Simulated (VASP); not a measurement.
# Hf8HO16 (a cell with a defect) in VASP: a series of runs, part 2 of 2

VASP 6.6.1. Earlier steps stand in the parts before.

### 4 Single point, PBE

Input file INCAR:

```
SYSTEM = Hf8HO16
ALGO = Normal ; EDIFF = 1E-6
ENCUT = 520 ; GGA = PE
GGA_COMPAT = .FALSE. ; ISIF = 2
ISMEAR = -1 ; LASPH = .TRUE.
LCHARG = .TRUE. ; LELF = .TRUE.
LREAL = .FALSE. ; LVHAR = .TRUE.
LWAVE = .FALSE. ; NBANDS = 106
NELECT = 176.0 ; NELM = 120
PREC = Accurate ; SIGMA = 0.01
```

Input file KPOINTS:

```
k-points
0
G
  1 1 1
  0 0 0
```

Input file POSCAR:

```
Hf8HO16
1.0
    0.0000000000      5.0697034800      5.1017273300
    5.2943205200      0.0000000000      5.1017273300
    5.2943205200      5.0697034800      0.0000000000
Hf O H
8 16 1
Direct
    0.2452998164      0.0032540396      0.0211800685
    0.7503258144      0.4941581788      0.5443692355
    0.2861304631      0.4683704639      0.9854472584
    0.7800293268      0.9724145852      0.4872822675
    0.2317051352      0.0226038304      0.4984813569
    0.7308312561      0.5216857027     -0.0038045148
    0.2630548874      0.4885615264      0.4701645237
    0.7591667917      1.0050664607      0.9590881387
    0.0352241444      0.3249381852      0.0479485701
    0.5338479523      0.8161540283      0.5526597737
    0.4173683411      0.4457181618      0.6688046514
    0.9086718148      0.9473203596      0.1711670795
    0.1048066288      0.3902786308      0.3454918963
    0.6134823858      0.8815026470      0.8523317450
    0.3546487050      0.6434902919      0.1105299803
    0.8509853013      0.1452190568      0.6070995806
    0.1419148559      0.8498292482      0.4055605558
    0.6453301360      0.3516376890      0.9037551371
    0.4069650488      0.0890071653      0.1406423233
    0.9045742512      0.5870870054      0.6464667576
    0.2011127388      0.1519886490      0.7153033827
    0.7272840057      0.6555131419      0.2135749654
    0.0714787129      0.7700084389      0.8555646573
    0.5819515833      0.2801987660      0.3389675628
    0.8914698713      0.6247663953      0.1629545189
```

Potentials or basis: VASP PAW PBE potentials, release 64 (Hf_pv, O, H).

Run with:

```
cat potpaw_PBE.64/Hf_pv/POTCAR potpaw_PBE.64/O/POTCAR potpaw_PBE.64/H/POTCAR > POTCAR
mpirun -np 1 vasp_gam > vasp.out
```

OUTCAR:

```text
SYSTEM = Hf8HO16
   EDIFF = 1E-6
   ENCUT = 520
   GGA = PE
   ISIF = 2
   ISMEAR = -1
   LASPH = .TRUE.
   LREAL = .FALSE.
   NELECT = 176.0
   NELM = 120
   PREC = Accurate

 ion  position               nearest neighbor table
   1  0.245  0.003  0.021-  21 2.03   9 2.14  15 2.17  19 2.19  14 2.23  12 2.27  17 2.29   4 3.42
                             3 3.44   7 3.49   8 3.50   5 3.53   6 3.56   8 3.73   7 3.74   6 3.78
   2  0.750  0.494  0.544-  20 2.08  10 2.11  22 2.13  18 2.14  16 2.14  13 2.20  11 2.25  25 2.27
                             8 3.28   3 3.33   6 3.35   4 3.42   7 3.44   5 3.52   7 3.82   5 3.84
   3  0.286  0.468  0.985-  23 2.02  11 2.10  18 2.15  13 2.19  15 2.24  19 2.26   9 2.27   2 3.33
                             1 3.44   8 3.44   6 3.45   5 3.47   7 3.55   5 3.76   6 3.78   7 3.78
   4  0.780  0.972  0.487-  24 2.03  12 2.11  17 2.16  14 2.20  16 2.21  20 2.30  10 2.30   2 3.42
                             1 3.42   6 3.47   5 3.49   8 3.52   7 3.55   5 3.74   6 3.76   7 3.78
   5  0.232  0.023  0.498-  10 2.04  21 2.12  17 2.15  19 2.18  13 2.19  16 2.27  23 2.40   8 3.43
                             7 3.44   3 3.47   4 3.49   2 3.52   1 3.53   4 3.74   3 3.76   1 3.81
   6  0.731  0.522  0.996-   9 2.04  18 2.11  20 2.13  14 2.14  15 2.24  22 2.25  24 2.28   2 3.35
                             3 3.45   7 3.46   4 3.47   8 3.52   1 3.56   4 3.76   3 3.78   1 3.78
   7  0.263  0.489  0.470-  11 2.05  24 2.11  15 2.15  20 2.17  17 2.20  13 2.27  21 2.29   5 3.44
[... 339 lines left out ...]
------------------------ aborting loop because EDIFF is reached ----------------------------------------

  FORCE on cell =-STRESS in cart. coord.  units (eV):
  Direction    XX          YY          ZZ          XY          YZ          ZX
  --------------------------------------------------------------------------------------
  -------------------------------------------------------------------------------------
  Total      -11.5788651    -12.4426894    -11.4261868      0.8983633     -1.8878103     -0.7713389
  in kB      -67.7386518    -72.7921951    -66.8454537      5.2556033    -11.0440636     -4.5124853
  external PRESSURE =     -69.1254335 kB  Pullay stress =       0.0000000 kB

 VOLUME and BASIS-vectors are now :
 -----------------------------------------------------------------------------
  energy-cutoff  :      520.00
  volume of cell :      273.87
      direct lattice vectors                 reciprocal lattice vectors
     0.000000000  5.069703480  5.101727330    -0.094440825  0.098625097  0.098006022
     5.294320520  0.000000000  5.101727330     0.094440825 -0.098625097  0.098006022
     5.294320520  5.069703480  0.000000000     0.094440825  0.098625097 -0.098006022

 POSITION                                       TOTAL-FORCE (eV/Angst)
 -----------------------------------------------------------------------------------
      0.12936      1.35097      1.26805         0.049579     -0.005135     -0.003271
      5.49830      6.56372      6.34902         0.088437      0.031693     -0.004060
      7.69698      6.44652      3.84926        -0.078888      0.021651      0.019227
      7.72810      6.42489      8.94049        -0.021771      0.002148      0.028777
      2.75879      3.70183      1.29742         0.036205     -0.022779      0.019699
      8.03615      8.75551      6.39000        -0.009316     -0.060617     -0.014092
[... 17 lines left out ...]
      3.27806      4.66879      4.39846         0.046572      0.029752     -0.015694
      4.17045      5.34562      7.73542        -0.402651      0.034686     -0.114452
 -----------------------------------------------------------------------------------
    total drift:                               -0.000063     -0.000151      0.000202

  FREE ENERGIE OF THE ION-ELECTRON SYSTEM (eV)
  ---------------------------------------------------
  free  energy   TOTEN  =      -250.2658691452 eV

  energy  without entropy=     -250.2658691452  energy(sigma->0) =     -250.26586915
```

OSZICAR:

```text
N       E                     dE             d eps       ncg     rms          rms(c)
DAV:   1     0.178439238773E+04    0.17844E+04   -0.11460E+05   212   0.176E+03
DAV:   2    -0.135109623719E+03   -0.19195E+04   -0.18436E+04   286   0.494E+02
DAV:   3    -0.289729971674E+03   -0.15462E+03   -0.15345E+03   248   0.124E+02
DAV:   4    -0.293326419464E+03   -0.35964E+01   -0.35858E+01   248   0.204E+01
DAV:   5    -0.293390480930E+03   -0.64061E-01   -0.63940E-01   248   0.260E+00    0.140E+02
DAV:   6    -0.250952408906E+03    0.42438E+02   -0.23378E+02   232   0.430E+01    0.121E+02
DAV:   7    -0.250381097433E+03    0.57131E+00   -0.12015E+01   248   0.122E+01    0.750E+01
DAV:   8    -0.250349192321E+03    0.31905E-01   -0.15386E+00   248   0.475E+00    0.158E+01
DAV:   9    -0.250266778735E+03    0.82414E-01   -0.39366E-01   240   0.245E+00    0.532E+00
DAV:  10    -0.250265768566E+03    0.10102E-02   -0.50954E-02   240   0.764E-01    0.789E-01
DAV:  11    -0.250265388372E+03    0.38019E-03   -0.78490E-03   240   0.351E-01    0.668E-01
DAV:  12    -0.250265790306E+03   -0.40193E-03   -0.24732E-03   232   0.160E-01    0.995E-02
DAV:  13    -0.250265857298E+03   -0.66992E-04   -0.66632E-04   240   0.849E-02    0.160E-01
DAV:  14    -0.250265865690E+03   -0.83920E-05   -0.58541E-05   240   0.275E-02    0.168E-02
DAV:  15    -0.250265869337E+03   -0.36468E-05   -0.28081E-05   240   0.192E-02    0.312E-02
DAV:  16    -0.250265869145E+03    0.19173E-06   -0.30746E-06   184   0.655E-03
   1 F= -.25026587E+03 E0= -.25026587E+03  d E =-.919388E-12
```

stdout:

```text
POSCAR found type information on POSCAR HfO H
 POSCAR found :  3 types and      25 ions
 scaLAPACK will be used
 -----------------------------------------------------------------------------
|                                                                             |
|                                                                             |
|     You have a (more or less) 'large supercell' and for larger cells it     |
|     might be more efficient to use real-space projection operators.         |
|     Therefore, try LREAL= Auto in the INCAR file.                           |
|     Mind: For very accurate calculation, you might also keep the            |
|     reciprocal projection scheme (i.e. LREAL=.FALSE.).                      |
|                                                                             |
 -----------------------------------------------------------------------------

 LDA part: xc-table for (Slater+PW92), standard interpolation
 POSCAR, INCAR and KPOINTS ok, starting setup
 FFT: planning ... GRIDC
 FFT: planning ... GRID_SOFT
 FFT: planning ... GRID
 WAVECAR not read
 entering main loop
 the old and the new charge density differ
 old charge density:   177.00000 new  176.00000
    0.140E+02
```

It took 2.3 min on 1 thread of AMD EPYC 7R43 (Zen 3), shared host; peak memory 0.35 GiB.

Results:

```yaml
Free_energy: -250.2659 eV
Largest_force: 0.420 eV/Å
```

Forces in eV/Å, atoms in the order of the input:
```
Hf   0.050 -0.005 -0.003
Hf   0.088  0.032 -0.004
Hf  -0.079  0.022  0.019
Hf  -0.022  0.002  0.029
Hf   0.036 -0.023  0.020
Hf  -0.009 -0.061 -0.014
Hf  -0.023 -0.009  0.016
Hf   0.001  0.030  0.006
O   -0.010 -0.038  0.040
O   -0.029 -0.039  0.003
O    0.048 -0.030  0.019
O    0.094 -0.030  0.082
O    0.019  0.003  0.008
O   -0.002  0.043  0.010
O    0.029  0.046  0.014
O    0.066  0.077  0.005
O    0.039 -0.018  0.018
O   -0.010 -0.053  0.034
O    0.013 -0.025  0.018
O   -0.005 -0.038 -0.010
O   -0.023  0.031  0.009
O    0.022 -0.055 -0.138
O    0.065  0.073 -0.051
O    0.047  0.030 -0.016
H   -0.403  0.035 -0.114
```

Caveat: the k points lie up to 1.06 Å⁻¹ apart; the cell carries a net charge on a neutralising background, which shifts energy and pressure; the cell is charged against a uniform background, so pressure and absolute levels hang on convention.
